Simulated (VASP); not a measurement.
# Ag (Fm-3m) in VASP: further runs, part 2 of 2

VASP 6.6.1. The steps go on from the part before.

## 3. Relaxation of cell and atoms, revPBE

This run uses another cell than the first one, of 17.06 Å³/atom, 0.925 times its volume.

File INCAR:

```
SYSTEM = Ag
ALGO = Normal ; EDIFF = 1E-7
EDIFFG = -0.01 ; ENCUT = 600
GGA = RE ; IBRION = 2
ISIF = 3 ; ISMEAR = -1
LASPH = .TRUE. ; LCHARG = .FALSE.
LREAL = .FALSE. ; LWAVE = .FALSE.
NELM = 100 ; NSW = 80
PREC = Accurate ; SIGMA = 0.1
```

File KPOINTS:

```
k-points
0
G
  13 13 13
  0 0 0
```

File POSCAR:

```
Ag
1.0
    0.0000000000      2.0431000000      2.0431000000
    2.0431000000      0.0000000000      2.0431000000
    2.0431000000      2.0431000000      0.0000000000
Ag
1
Direct
    0.0000000000      0.0000000000      0.0000000000
```

Potentials or basis: VASP PAW PBE potentials, release 64 (Ag).

On the command line:

```console
$ cat potpaw_PBE.64/Ag/POTCAR > POTCAR
$ mpirun -np 1 vasp_std > vasp.out
```

OUTCAR:

```text
SYSTEM = Ag
   EDIFF = 1E-7
   EDIFFG = -0.01
   ENCUT = 600
   GGA = RE
   IBRION = 2
   ISIF = 3
   ISMEAR = -1
   LASPH = .TRUE.
   LREAL = .FALSE.
   NELM = 100
   NSW = 80
   PREC = Accurate

 ion  position               nearest neighbor table
   1  0.000  0.000  0.000-

  LATTYP: Found a face centered cubic cell.
 ALAT       =     4.0862000000

  Lattice vectors:

 A1 = (   0.0000000000,   2.0431000000,   2.0431000000)
 A2 = (   2.0431000000,   0.0000000000,   2.0431000000)
 A3 = (   2.0431000000,   2.0431000000,   0.0000000000)

Analysis of symmetry for initial positions (statically):
=====================================================================
 Subroutine PRICEL returns:
 Original cell was already a primitive cell.

 Routine SETGRP: Setting up the symmetry group for a
 face centered cubic supercell.

 Subroutine GETGRP returns: Found 48 space group operations
 (whereof 48 operations were pure point group operations)
 out of a pool of 48 trial point group operations.

The static configuration has the point symmetry O_h .

Analysis of symmetry for dynamics (positions and initial velocities):
=====================================================================
 Subroutine PRICEL returns:
 Original cell was already a primitive cell.

 Routine SETGRP: Setting up the symmetry group for a
 face centered cubic supercell.

 Subroutine GETGRP returns: Found 48 space group operations
 (whereof 48 operations were pure point group operations)
 out of a pool of 48 trial point group operations.

The dynamic configuration has the point symmetry O_h .

 Subroutine INISYM returns: Found 48 space group operations
 (whereof 48 operations are pure point group operations),
 and found     1 'primitive' translations

----------------------------------------------------------------------------------------

                                     Primitive cell

  volume of cell :      17.0569

  direct lattice vectors                    reciprocal lattice vectors
     0.000000000  2.043100000  2.043100000    -0.244726151  0.244726151  0.244726151
     2.043100000  0.000000000  2.043100000     0.244726151 -0.244726151  0.244726151
     2.043100000  2.043100000  0.000000000     0.244726151  0.244726151 -0.244726151

  length of vectors
     2.889379729  2.889379729  2.889379729     0.423878128  0.423878128  0.423878128

  position of ions in fractional coordinates (direct lattice)
     0.000000000  0.000000000  0.000000000

  ion indices of the primitive-cell ions
   primitive index   ion index
                 1           1

----------------------------------------------------------------------------------------

 KPOINTS: k-points

Automatic generation of k-mesh.
 Grid dimensions read from file:
 generate k-points for:   13   13   13

 Generating k-lattice:

  Cartesian coordinates                     Fractional coordinates (reciprocal lattice)
    -0.018825089  0.018825089  0.018825089     0.076923077  0.000000000  0.000000000
     0.018825089 -0.018825089  0.018825089     0.000000000  0.076923077  0.000000000
     0.018825089  0.018825089 -0.018825089     0.000000000  0.000000000  0.076923077

  Length of vectors
     0.032606010  0.032606010  0.032606010

  Shift w.r.t. Gamma in fractional coordinates (k-lattice)
     0.000000000  0.000000000  0.000000000

 Subroutine IBZKPT returns following result:
 ===========================================

 Found     84 irreducible k-points:

 Following reciprocal coordinates:
            Coordinates               Weight
  0.000000  0.000000  0.000000      1.000000
  0.076923  0.000000  0.000000      8.000000
  0.153846  0.000000  0.000000      8.000000
  0.230769  0.000000  0.000000      8.000000
  0.307692  0.000000  0.000000      8.000000
  0.384615  0.000000  0.000000      8.000000
[... 16 lines left out ...]
  0.384615  0.153846  0.000000     24.000000
  0.461538  0.153846  0.000000     24.000000
 [... further k-points ...]
   k-points           NKPTS =     84   k-points in BZ     NKDIM =     84   number of bands    NBANDS=      9
   number of dos      NEDOS =    301   number of ions     NIONS =      1
   total plane-waves  NPLWV =  13824
   dimension x,y,z NGX =    24 NGY =   24 NGZ =   24
   dimension x,y,z NGXF=    48 NGYF=   48 NGZF=   48
   ions per type =               1
   NGX,Y,Z   is equivalent  to a cutoff of  13.81, 13.81, 13.81 a.u.
   NGXF,Y,Z  is equivalent  to a cutoff of  27.62, 27.62, 27.62 a.u.
 SYSTEM =  Ag
   PREC   = accura    normal or accurate (medium, high low for compatibility)
   ISTART =      0    job   : 0-new  1-cont  2-samecut
   ICHARG =      2    charge: 1-file 2-atom 10-const
   ISPIN  =      1    spin polarized calculation?
   LNONCOLLINEAR =      F non collinear calculations
   LSORBIT =      F    spin-orbit coupling
   LASPH  =      T    aspherical Exc in radial PAW
   ENCUT  =  600.0 eV  44.10 Ry    6.64 a.u.   5.77  5.77  5.77*2*pi/ulx,y,z
   NELM   =    100;   NELMIN=  2; NELMDL= -5     # of ELM steps
   EDIFF  = 0.1E-06   stopping-criterion for ELM
   LREAL  =      F    real-space projection
   EDIFFG = -.1E-01   stopping-criterion for IOM
   NSW    =     80    number of steps for IOM
   IBRION =      2    ionic relax: 0-MD 1-quasi-New 2-CG
   NFREE  =      1    steps in history (QN), initial steepest desc. (CG)
   ISIF   =      3    stress and relaxation
   ISYM   =      2    0-nonsym 1-usesym 2-fastsym
   POTIM  = 0.5000    time-step for ionic-motion
   TEBEG  =    0.0;   TEEND  =   0.0 temperature during run
   PSTRESS=    0.0 pullay stress
   NELECT =      11.0000    total number of electrons
   NUPDOWN=      -1.0000    fix difference up-down
   EMIN   =  10.00;   EMAX   =-10.00  energy-range for DOS
   EFERMI =   0.00;   METHOD = LEGACY
   ISMEAR =    -1;   SIGMA  =   0.10  broadening in eV -4-tet -1-fermi 0-gaus
   EFERMI_NEDOS =   21; number of points for ismear=-14 and -15
   IALGO  =     38    algorithm
   IMIX   =      4    mixing-type and parameters
     AMIX     =   0.40;   BMIX     =  1.00
     AMIX_MAG =   1.60;   BMIX_MAG =  1.00
  volume/ion in A,a.u.               =      17.06       115.11
  Fermi-wavevector in a.u.,A,eV,Ry     =   1.414402  2.672832 27.218893  2.000532
  Thomas-Fermi vector in A             =   2.535948
   LORBIT       =      0    0 simple, 1 ext, 2 COOP (PROOUT), +10 PAW based schemes
   GGA     = RE    functional components
   LHFCALC =     F    Hartree Fock is set to
   AEXX    =    0.0000 exact exchange contribution
   IVDW    =     0    specifies the selected vdW correction
   LEPSILON=     F    determine dielectric tensor
   LRPA    =     F    only Hartree local field effects (RPA)
 conjugate gradient relaxation of ions
 non-spin polarized calculation
  energy-cutoff  :      600.00
  volume of cell :       17.06
 maximum number of plane-waves:       578
   NGX = 11   NGY = 11   NGZ = 11

--------------------------------------- Ionic step        1  -------------------------------------------

 number of electron      10.9999999 magnetization

 Free energy of the ion-electron system (eV)
  ---------------------------------------------------
  ext. energy  EPLUGINS =         0.00000000
  ---------------------------------------------------
  free energy    TOTEN  =        -2.27068055 eV

  energy without entropy =       -2.26072438  energy(sigma->0) =       -2.26570247

------------------------ aborting loop because EDIFF is reached ----------------------------------------

  FORCE on cell =-STRESS in cart. coord.  units (eV):
  Direction    XX          YY          ZZ          XY          YZ          ZX
  --------------------------------------------------------------------------------------
  -------------------------------------------------------------------------------------
  Total        0.7820781      0.7820781      0.7820781     -0.0000000     -0.0000000      0.0000000
  in kB       73.4618506     73.4618506     73.4618506     -0.0000000     -0.0000000      0.0000000
  external PRESSURE =      73.4618506 kB  Pullay stress =       0.0000000 kB
[... 57 lines left out ...]
--------------------------------------- Ionic step        3  -------------------------------------------

 number of electron      11.0000002 magnetization

 Free energy of the ion-electron system (eV)
  ---------------------------------------------------
  ext. energy  EPLUGINS =         0.00000000
  ---------------------------------------------------
  free energy    TOTEN  =        -2.29881400 eV

  energy without entropy =       -2.28785671  energy(sigma->0) =       -2.29333535

 E-fermi :   7.6812     XC(G=0): -11.6625

 val. band max:        7.4671629300   @ k =   0.4615   0.2308   0.0000
 cond. band min:       7.6880520086   @ k =  -0.3077   0.2308   0.0000
 fundamental gap:      0.2208890786
 Fermi energy:         7.6812104790

 k-point     1 :       0.0000    0.0000    0.0000
  band No.  band energies     occupation
      1       0.3228      2.00000
      2       2.9634      2.00000
      3       2.9634      2.00000
      4       2.9634      2.00000
      5       3.8615      2.00000
      6       3.8615      2.00000
      7      23.3557      0.00000
      8      26.5187      0.00000
      9      26.5187      0.00000
[... 265 lines left out ...]
 k-point    24 :       0.4615    0.1538    0.0000
  band No.  band energies     occupation
      1       1.9116      2.00000
      2       2.8026      2.00000
      3       3.2888      2.00000
      4       3.5286      2.00000
      5       4.5750      2.00000
      6       7.1941      1.98479
      7      12.8486      0.00000
      8      21.2795      0.00000
      9      22.3034      0.00000

 [... further k-points ...]
[... 5 lines left out ...]
  --------------------------------------------------------------------------------------
  -------------------------------------------------------------------------------------
  Total        0.0037496      0.0037496      0.0037496      0.0000000      0.0000000     -0.0000000
  in kB        0.3266266      0.3266266      0.3266266      0.0000000      0.0000000     -0.0000000
  external PRESSURE =       0.3266266 kB  Pullay stress =       0.0000000 kB
[... 16 lines left out ...]
  FREE ENERGIE OF THE ION-ELECTRON SYSTEM (eV)
  ---------------------------------------------------
  free  energy   TOTEN  =        -2.2988139973 eV

  energy  without entropy=       -2.2878567109  energy(sigma->0) =       -2.29333535

 reached required accuracy - stopping structural energy minimisation
```

OSZICAR:

```text
N       E                     dE             d eps       ncg     rms          rms(c)
DAV:   1     0.490304930609E+02    0.49030E+02   -0.62797E+03  1536   0.125E+03
DAV:   2    -0.210334269827E+01   -0.51134E+02   -0.48914E+02  1551   0.219E+02
DAV:   3    -0.248833251658E+01   -0.38499E+00   -0.38484E+00  1789   0.234E+01
[... 23 lines left out ...]
DAV:   3    -0.229983001549E+01    0.29967E-02   -0.50246E-03  1519   0.734E-01    0.513E-01
DAV:   4    -0.229881284073E+01    0.10172E-02   -0.16156E-03  1601   0.366E-01    0.419E-02
DAV:   5    -0.229881061353E+01    0.22272E-05   -0.74803E-06  1562   0.279E-02    0.249E-02
DAV:   6    -0.229881393905E+01   -0.33255E-05   -0.23159E-06  1670   0.168E-02    0.223E-03
DAV:   7    -0.229881399726E+01   -0.58211E-07   -0.23318E-08  1032   0.152E-03
   3 F= -.22988140E+01 E0= -.22933354E+01  d E =-.281334E-01
```

CONTCAR:

```text
Ag
   1.00000000000000
    -0.0000000000000000    2.0950927374650625    2.0950927374650625
     2.0950927374650625   -0.0000000000000000    2.0950927374650625
     2.0950927374650625    2.0950927374650625   -0.0000000000000000
  Ag
     1
Direct
     0.0000000000000000    0.0000000000000000    0.0000000000000000

  0.00000000E+00  0.00000000E+00  0.00000000E+00
```

It took 38 s on 1 thread of Intel Xeon 6975P-C, shared host; peak memory 0.16 GiB.

What came out:

| Quantity | Value |
| --- | --- |
| Free energy | -2.2988 eV |
| Relaxed volume | 18.39 Å³/atom |
| Relaxed cell | a = 2.963 Å, b = 2.963 Å, c = 2.963 Å, α = 60.00°, β = 60.00°, γ = 60.00° |
| Space group after relaxing (to 0.05 Å) | Fm-3m (No. 225) |
| Energy gained by relaxing | 28.1 meV/atom |
| Ionic steps | 3 |
| Pressure after relaxing | 0.0 GPa |

The path:
| step | energy change (eV) | largest force (eV/Å) | pressure (GPa) | volume (Å³) |
| --- | --- | --- | --- | --- |
| 1 | 0.0000 | 0.0000 | 7.35 | 17.06 |
| 2 | -0.0228 | 0.0000 | -2.47 | 19.06 |
| 3 | -0.0281 | 0.0000 | 0.03 | 18.39 |

Final structure:
```
Ag
1.0
     0.00000    2.09509    2.09509
     2.09509    0.00000    2.09509
     2.09509    2.09509    0.00000
Ag
1
Direct
  0.00000 0.00000 0.00000
```

Caveat: the PAW data sets were made with another functional, which shifts forces and pressure a little.

## 4. Single point, revPBE (volume scaled by 0.88)

File INCAR:

```
  PREC = Accurate
  ENCUT = 520
  EDIFF = 1E-7
  ISMEAR = -1
  SIGMA = 0.1
  LREAL = F
  LASPH = T
  NELM = 100
  ALGO = Normal
  ISIF = 2
  LWAVE = F
  LCHARG = F
  GGA = RE
  NBANDS = 12
```

File KPOINTS:

```
regular mesh
0
Gamma
  21 21 21
```

File POSCAR:

```
Ag
1.0
    0.0000000000      2.0091360207      2.0091360207
    2.0091360207      0.0000000000      2.0091360207
    2.0091360207      2.0091360207      0.0000000000
Ag
1
Direct
    0.0000000000      0.0000000000      0.0000000000
```

On the command line:

```console
$ cat potpaw_PBE.64/Ag/POTCAR > POTCAR
$ mpirun -np 1 vasp_std > vasp.out
```

Run time: 61 s. Hardware: 1 thread of Intel Xeon 6975P-C, shared host; peak memory 0.18 GiB.

The run converged. Its results:

- Free energy: -2.2131 eV
- Pressure: 14.4 GPa

Levels at points of the mesh, in eV from the Fermi level:
```
           k point  band 3  band 4  band 5  band 6  band 7  band 8  band 9  band 10
(0.00, 0.00, 0.00)   -5.07   -5.07   -3.95   -3.95   16.05   19.95   19.95    19.95
```

Caveat: the cell differs from its parent crystal (volume scaled by 0.88); the PAW data sets were made with another functional, which shifts forces and pressure a little.

## 5. Single point, revPBE (volume scaled by 0.92)

File INCAR:

```
SYSTEM = Ag
PREC = Accurate
ENCUT = 520
EDIFF = 1E-6
ISMEAR = -1
SIGMA = 0.1
LREAL = .False.
LASPH = .True.
NELM = 100
ALGO = Normal
ISIF = 2
LWAVE = .False.
LCHARG = .False.
GGA = RE
NBANDS = 12
```

File KPOINTS:

```
Automatic mesh
0
Gamma
  21 21 21
  0 0 0
```

File POSCAR:

```
Ag
1.0
    0.0000000000      2.0391275472      2.0391275472
    2.0391275472      0.0000000000      2.0391275472
    2.0391275472      2.0391275472      0.0000000000
Ag
1
Direct
    0.0000000000      0.0000000000      0.0000000000
```

On the command line:

```console
$ cat potpaw_PBE.64/Ag/POTCAR > POTCAR
$ mpirun -np 1 vasp_std > vasp.out
```

Run time: 63 s. Hardware: 1 thread of Intel Xeon 6975P-C, shared host; peak memory 0.18 GiB.

It converged, with:

```
Free energy : -2.2649 eV
Pressure    : 8.2 GPa
```

Levels at points of the mesh, in eV from the Fermi level:
```
           k point  band 3  band 4  band 5  band 6  band 7  band 8  band 9  band 10
(0.00, 0.00, 0.00)   -4.89   -4.89   -3.85   -3.85   15.97   19.61   19.61    19.61
```

Caveat: the cell differs from its parent crystal (volume scaled by 0.92); the PAW data sets were made with another functional, which shifts forces and pressure a little.

## 6. Overview

```csv
task,cell,k mesh,cutoff (eV),gap on the mesh (eV),pressure (GPa)
single point,"a = 2.965 Å, angles 60.0°, 1 atom",13 × 13 × 13,520,none,-0.1
relaxation of cell and atoms,"relaxed from a = 2.889 Å, angles 60.0°, 1 atom",13 × 13 × 13,600,none,0.0
single point,"a = 2.841 Å, angles 60.0°, 1 atom",21 × 21 × 21,520,none,14.4
single point,"a = 2.884 Å, angles 60.0°, 1 atom",21 × 21 × 21,520,none,8.2
```

Alike in all rows: level revPBE; potentials or basis VASP PAW PBE potentials, release 64 (Ag); no spin polarisation; smearing fermi-dirac 0.1 eV.

Caveats: the PAW data sets were made with another functional, which shifts forces and pressure a little.

Total energies depend on the potentials used, so only differences within one code and one set of settings carry meaning.
